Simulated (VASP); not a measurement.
FeO (Wuestite), 2 atoms in the cell. Symmetry: Fm-3m, No. 225, cubic system. The conventional cell has a = 4.337 Å, b = 4.337 Å, c = 4.337 Å, α = 90.00°, β = 90.00°, γ = 90.00°. Fe (site symmetry m-3m) has 6 O at 2.17 Å within 2.9 Å. O (site symmetry m-3m) has 6 Fe at 2.17 Å within 2.9 Å.  This cell differs from its parent crystal: volume scaled by 1.020.

* Program: VASP 6.6.1
* Task: single point
* Functional: PBE
* Potentials or basis: VASP PAW PBE potentials, release 64 (Fe, O)
* Cutoff: 520 eV
* k mesh: 14 × 14 × 14
* Occupations: gaussian, width 0.05 eV
* Spin: collinear spin, ferromagnetic start
* Starting moments: [3.79, 0.0] μB
* Dipole correction: no
* Further INCAR settings: ALGO = Normal; EDIFF = 1e-06; NBANDS = 18

Potentials or basis: VASP PAW PBE potentials, release 64 (Fe, O).

Command:

```bash
$ cat potpaw_PBE.64/Fe/POTCAR potpaw_PBE.64/O/POTCAR > POTCAR
$ mpirun -np 1 vasp_std > vasp.out
```

Hardware: 1 thread of Intel(R) Xeon(R) Platinum 8259CL CPU @ 2.50GHz (Skylake/Cascade Lake), with other jobs on the host.

Estimate the wall time of this run.

Run time: 87 s on 1 thread of Intel(R) Xeon(R) Platinum 8259CL CPU @ 2.50GHz (Skylake/Cascade Lake), on a shared host, peak memory 0.19 GiB. Counts: scf iterations 15, k points 104.
